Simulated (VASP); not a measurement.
# Sn (I4/mmm) in VASP: single point with PBEsol

Aim: the single point of Sn with PBEsol.

Everything below comes from runs of VASP 6.6.1. Logs are shortened: lines on timing, memory, paths and dates and some standing lists are left out, and cuts for length are marked.

### Step 1. The cell of the first run

The structure is tetragonal, space group I4/mmm (No. 139). Conventional cell: a = 3.676 Å, b = 3.676 Å, c = 3.903 Å, α = 90.00°, β = 90.00°, γ = 90.00°. Within 4.3 Å of Sn (site symmetry 4/mmm) lie 14 Sn at 3.25 to 3.90 Å.

### Step 2. Single point, PBEsol (strain -0.030 along x and y, +0.030 along z)

The input, INCAR:

```
ALGO = Fast
EDIFF = 1E-7
ENCUT = 520
GGA = PS
ISIF = 2
ISMEAR = 0
LASPH = T
LCHARG = T
LELF = T
LREAL = F
LVHAR = T
LWAVE = F
NBANDS = 13
NELM = 60
PREC = Accurate
SIGMA = 0.15
```

The input, KPOINTS:

```
k-points
0
Gamma
  18 18 18
```

The input, POSCAR:

```
Sn
1.0
   -1.8378122646      1.8378122646      1.9514913738
    1.8378122646     -1.8378122646      1.9514913738
    1.8378122646      1.8378122646     -1.9514913738
Sn
1
Direct
    0.0000000000      0.0000000000      0.0000000000
```

Potentials or basis: VASP PAW PBE potentials, release 64 (Sn_d).

On the command line:

```
$ cat potpaw_PBE.64/Sn_d/POTCAR > POTCAR
$ mpirun -np 1 vasp_std > vasp.out
```

OUTCAR:

```text
EDIFF = 1E-7
   ENCUT = 520
   GGA = PS
   ISIF = 2
   ISMEAR = 0
   LASPH = T
   LREAL = F
   NELM = 60
   PREC = Accurate

 ion  position               nearest neighbor table
   1  0.000  0.000  0.000-

  LATTYP: Found a body centered tetragonal cell.
 ALAT       =     3.6756245292
 C/A-ratio  =     1.0618556701

  Lattice vectors:

 A1 = (  -1.8378122646,   1.8378122646,   1.9514913738)
 A2 = (   1.8378122646,  -1.8378122646,   1.9514913738)
 A3 = (   1.8378122646,   1.8378122646,  -1.9514913738)

Analysis of symmetry for initial positions (statically):
=====================================================================
 Subroutine PRICEL returns:
 Original cell was already a primitive cell.

 Routine SETGRP: Setting up the symmetry group for a
 body centered tetragonal supercell.

 Subroutine GETGRP returns: Found 16 space group operations
 (whereof 16 operations were pure point group operations)
 out of a pool of 16 trial point group operations.

The static configuration has the point symmetry D_4h.

Analysis of symmetry for dynamics (positions and initial velocities):
=====================================================================
 Subroutine PRICEL returns:
 Original cell was already a primitive cell.

 Routine SETGRP: Setting up the symmetry group for a
 body centered tetragonal supercell.

 Subroutine GETGRP returns: Found 16 space group operations
 (whereof 16 operations were pure point group operations)
 out of a pool of 16 trial point group operations.

The dynamic configuration has the point symmetry D_4h.

 Subroutine INISYM returns: Found 16 space group operations
 (whereof 16 operations are pure point group operations),
 and found     1 'primitive' translations

----------------------------------------------------------------------------------------

                                     Primitive cell

  volume of cell :      26.3651

  direct lattice vectors                    reciprocal lattice vectors
    -1.837812265  1.837812265  1.951491374     0.000000000  0.272062609  0.256214302
     1.837812265 -1.837812265  1.951491374     0.272062609  0.000000000  0.256214302
     1.837812265  1.837812265 -1.951491374     0.272062609  0.272062609  0.000000000

  length of vectors
     3.250142523  3.250142523  3.250142523     0.373716245  0.373716245  0.384754632

  position of ions in fractional coordinates (direct lattice)
     0.000000000  0.000000000  0.000000000

  ion indices of the primitive-cell ions
   primitive index   ion index
                 1           1

----------------------------------------------------------------------------------------

 KPOINTS: k-points

Automatic generation of k-mesh.
 Grid dimensions read from file:
 generate k-points for:   18   18   18

 Generating k-lattice:

  Cartesian coordinates                     Fractional coordinates (reciprocal lattice)
     0.000000000  0.015114589  0.014234128     0.055555556 -0.000000000  0.000000000
     0.015114589  0.000000000  0.014234128    -0.000000000  0.055555556  0.000000000
     0.015114589  0.015114589  0.000000000     0.000000000  0.000000000  0.055555556

  Length of vectors
     0.020762014  0.020762014  0.021375257

  Shift w.r.t. Gamma in fractional coordinates (k-lattice)
     0.000000000  0.000000000  0.000000000

 Subroutine IBZKPT returns following result:
 ===========================================

 Found    480 irreducible k-points:

 Following reciprocal coordinates:
            Coordinates               Weight
  0.000000  0.000000  0.000000      1.000000
  0.055556 -0.000000  0.000000      8.000000
  0.111111 -0.000000  0.000000      8.000000
  0.166667 -0.000000  0.000000      8.000000
  0.222222 -0.000000  0.000000      8.000000
  0.277778  0.000000  0.000000      8.000000
[... 16 lines left out ...]
 -0.277778  0.055556  0.000000     16.000000
 -0.222222  0.055556  0.000000     16.000000
 [... further k-points ...]
   k-points           NKPTS =    480   k-points in BZ     NKDIM =    480   number of bands    NBANDS=     13
   number of dos      NEDOS =    301   number of ions     NIONS =      1
   total plane-waves  NPLWV =  13824
   dimension x,y,z NGX =    24 NGY =   24 NGZ =   24
   dimension x,y,z NGXF=    48 NGYF=   48 NGZF=   48
   ions per type =               1
   NGX,Y,Z   is equivalent  to a cutoff of  12.28, 12.28, 12.28 a.u.
   NGXF,Y,Z  is equivalent  to a cutoff of  24.55, 24.55, 24.55 a.u.
 SYSTEM =  unknown system
   PREC   = accura    normal or accurate (medium, high low for compatibility)
   ISTART =      0    job   : 0-new  1-cont  2-samecut
   ICHARG =      2    charge: 1-file 2-atom 10-const
   ISPIN  =      1    spin polarized calculation?
   LNONCOLLINEAR =      F non collinear calculations
   LSORBIT =      F    spin-orbit coupling
   LASPH  =      T    aspherical Exc in radial PAW
   ENCUT  =  520.0 eV  38.22 Ry    6.18 a.u.   6.04  6.04  6.04*2*pi/ulx,y,z
   NELM   =     60;   NELMIN=  2; NELMDL= -5     # of ELM steps
   EDIFF  = 0.1E-06   stopping-criterion for ELM
   LREAL  =      F    real-space projection
   EDIFFG = 0.1E-05   stopping-criterion for IOM
   NSW    =      0    number of steps for IOM
   IBRION =     -1    ionic relax: 0-MD 1-quasi-New 2-CG
   NFREE  =      0    steps in history (QN), initial steepest desc. (CG)
   ISIF   =      2    stress and relaxation
   ISYM   =      2    0-nonsym 1-usesym 2-fastsym
   POTIM  = 0.5000    time-step for ionic-motion
   TEBEG  =    0.0;   TEEND  =   0.0 temperature during run
   PSTRESS=    0.0 pullay stress
   NELECT =      14.0000    total number of electrons
   NUPDOWN=      -1.0000    fix difference up-down
   EMIN   =  10.00;   EMAX   =-10.00  energy-range for DOS
   EFERMI =   0.00;   METHOD = LEGACY
   ISMEAR =     0;   SIGMA  =   0.15  broadening in eV -4-tet -1-fermi 0-gaus
   EFERMI_NEDOS =   21; number of points for ismear=-14 and -15
   IALGO  =     68    algorithm
   IMIX   =      4    mixing-type and parameters
     AMIX     =   0.40;   BMIX     =  1.00
     AMIX_MAG =   1.60;   BMIX_MAG =  1.00
  volume/ion in A,a.u.               =      26.37       177.92
  Fermi-wavevector in a.u.,A,eV,Ry     =   1.325688  2.505186 23.911527  1.757448
  Thomas-Fermi vector in A             =   2.455130
   LORBIT       =      0    0 simple, 1 ext, 2 COOP (PROOUT), +10 PAW based schemes
   GGA     = PS    functional components
   LHFCALC =     F    Hartree Fock is set to
   AEXX    =    0.0000 exact exchange contribution
   IVDW    =     0    specifies the selected vdW correction
   LEPSILON=     F    determine dielectric tensor
   LRPA    =     F    only Hartree local field effects (RPA)
 non-spin polarized calculation
 RMM-DIIS sequential band-by-band and
 Gauss-broadening in eV      SIGMA  =   0.15
  energy-cutoff  :      520.00
  volume of cell :       26.37
 maximum number of plane-waves:       738
   NGX = 13   NGY = 13   NGZ = 13

 number of electron      14.0000001 magnetization

 Free energy of the ion-electron system (eV)
  ---------------------------------------------------
  ext. energy  EPLUGINS =         0.00000000
  ---------------------------------------------------
  free energy    TOTEN  =        -4.23582197 eV

  energy without entropy =       -4.23035993  energy(sigma->0) =       -4.23309095

 E-fermi :   8.3158     XC(G=0): -10.6488

 val. band max:        8.2920351764   @ k =   0.3889   0.3333   0.1111
 cond. band min:       8.3250457816   @ k =   0.5000   0.5000   0.2778
 fundamental gap:      0.0330106052
 Fermi energy:         8.3157633764

 k-point     1 :       0.0000    0.0000    0.0000
  band No.  band energies     occupation
      1     -13.1654      2.00000
      2     -13.1654      2.00000
      3     -13.1492      2.00000
      4     -13.0269      2.00000
      5     -12.9956      2.00000
      6      -3.0233      2.00000
      7      16.3281      0.00000
      8      16.5969      0.00000
      9      16.5969      0.00000
     10      20.0034      0.00000
     11      20.8652      0.00000
     12      20.8770      0.00000
     13      20.9177      0.00000

 k-point     2 :       0.0556   -0.0000    0.0000
  band No.  band energies     occupation
      1     -13.1633      2.00000
      2     -13.1630      2.00000
      3     -13.1457      2.00000
      4     -13.0279      2.00000
      5     -12.9967      2.00000
      6      -2.9556      2.00000
      7      15.7617      0.00000
      8      16.3227      0.00000
      9      16.4051      0.00000
     10      19.4642      0.00000
     11      20.2452      0.00000
     12      20.4651      0.00000
     13      21.4059      0.00000

 k-point     3 :       0.1111   -0.0000    0.0000
  band No.  band energies     occupation
      1     -13.1641      2.00000
      2     -13.1564      2.00000
      3     -13.1289      2.00000
      4     -13.0308      2.00000
      5     -12.9995      2.00000
      6      -2.7520      2.00000
      7      14.2235      0.00000
      8      15.6812      0.00000
      9      16.1728      0.00000
     10      18.8680      0.00000
     11      19.5127      0.00000
     12      20.0989      0.00000
     13      21.7009      0.00000

 k-point     4 :       0.1667   -0.0000    0.0000
  band No.  band energies     occupation
      1     -13.1695      2.00000
      2     -13.1473      2.00000
      3     -13.0989      2.00000
      4     -13.0351      2.00000
      5     -13.0032      2.00000
      6      -2.4123      2.00000
      7      12.4137      0.00000
      8      14.9250      0.00000
      9      15.8312      0.00000
     10      18.3529      0.00000
     11      18.8501      0.00000
     12      19.9819      0.00000
     13      22.0184      0.00000

 k-point     5 :       0.2222   -0.0000    0.0000
  band No.  band energies     occupation
      1     -13.1770      2.00000
      2     -13.1389      2.00000
      3     -13.0609      2.00000
      4     -13.0391      2.00000
      5     -13.0067      2.00000
      6      -1.9362      2.00000
      7      10.5851      0.00000
      8      14.1886      0.00000
      9      15.4261      0.00000
     10      17.8829      0.00000
     11      18.2874      0.00000
     12      20.1495      0.00000
     13      22.3880      0.00000
[... 257 lines left out ...]
 k-point    22 :      -0.3333    0.0556    0.0000
  band No.  band energies     occupation
      1     -13.1870      2.00000
      2     -13.1338      2.00000
      3     -13.0400      2.00000
      4     -13.0107      2.00000
      5     -12.9983      2.00000
      6      -0.8951      2.00000
      7       7.9652      1.99905
      8      12.8971      0.00000
      9      14.4132      0.00000
     10      17.6320      0.00000
     11      18.1247      0.00000
     12      20.1433      0.00000
     13      23.9175      0.00000

 k-point    23 :      -0.2778    0.0556    0.0000
  band No.  band energies     occupation
      1     -13.1791      2.00000
      2     -13.1375      2.00000
      3     -13.0402      2.00000
      4     -13.0376      2.00000
      5     -13.0076      2.00000
      6      -1.5756      2.00000
      7       9.6633      0.00000
      8      13.5144      0.00000
      9      14.7990      0.00000
     10      17.9988      0.00000
     11      18.3853      0.00000
     12      19.8322      0.00000
     13      23.3619      0.00000

 k-point    24 :      -0.2222    0.0556    0.0000
  band No.  band energies     occupation
      1     -13.1714      2.00000
      2     -13.1453      2.00000
      3     -13.0771      2.00000
      4     -13.0349      2.00000
      5     -13.0056      2.00000
      6      -2.1236      2.00000
      7      11.4427      0.00000
      8      14.2468      0.00000
      9      15.2238      0.00000
     10      18.4239      0.00000
     11      18.6360      0.00000
     12      19.7916      0.00000
     13      22.8101      0.00000

 [... further k-points ...]

------------------------ aborting loop because EDIFF is reached ----------------------------------------

  FORCE on cell =-STRESS in cart. coord.  units (eV):
  Direction    XX          YY          ZZ          XY          YZ          ZX
  --------------------------------------------------------------------------------------
  -------------------------------------------------------------------------------------
  Total       -0.1055095     -0.1055095      0.0269690      0.0000000      0.0000000      0.0000000
  in kB       -6.4117014     -6.4117014      1.6388801      0.0000000      0.0000000      0.0000000
  external PRESSURE =      -3.7281742 kB  Pullay stress =       0.0000000 kB

 VOLUME and BASIS-vectors are now :
 -----------------------------------------------------------------------------
  energy-cutoff  :      520.00
  volume of cell :       26.37
      direct lattice vectors                 reciprocal lattice vectors
    -1.837812265  1.837812265  1.951491374     0.000000000  0.272062609  0.256214302
     1.837812265 -1.837812265  1.951491374     0.272062609  0.000000000  0.256214302
     1.837812265  1.837812265 -1.951491374     0.272062609  0.272062609  0.000000000

 POSITION                                       TOTAL-FORCE (eV/Angst)
 -----------------------------------------------------------------------------------
      0.00000      0.00000      0.00000         0.000000      0.000000     -0.000000
 -----------------------------------------------------------------------------------
    total drift:                               -0.000000      0.000000      0.000000

  FREE ENERGIE OF THE ION-ELECTRON SYSTEM (eV)
  ---------------------------------------------------
  free  energy   TOTEN  =        -4.2358219737 eV

  energy  without entropy=       -4.2303599262  energy(sigma->0) =       -4.23309095
```

It took 74 s on 1 thread of Intel Xeon 6975P-C, shared host; peak memory 0.26 GiB.

Results:

```
Free energy            : -4.2358 eV
Pressure               : -0.4 GPa
Band gap on the k mesh : zero (band 7 reaches 16.33 eV, above the bottom of band 8 at 5.79 eV)
```

Stress tensor (GPa, compression positive):
```
-0.64  0.00  0.00
 0.00 -0.64  0.00
 0.00  0.00  0.16
```

Caveat: the cell differs from its parent crystal (strain -0.030 along x and y, +0.030 along z); the PAW data sets were made with another functional, which shifts forces and pressure a little; spin-orbit coupling is left out, which moves the levels of the heavy elements.
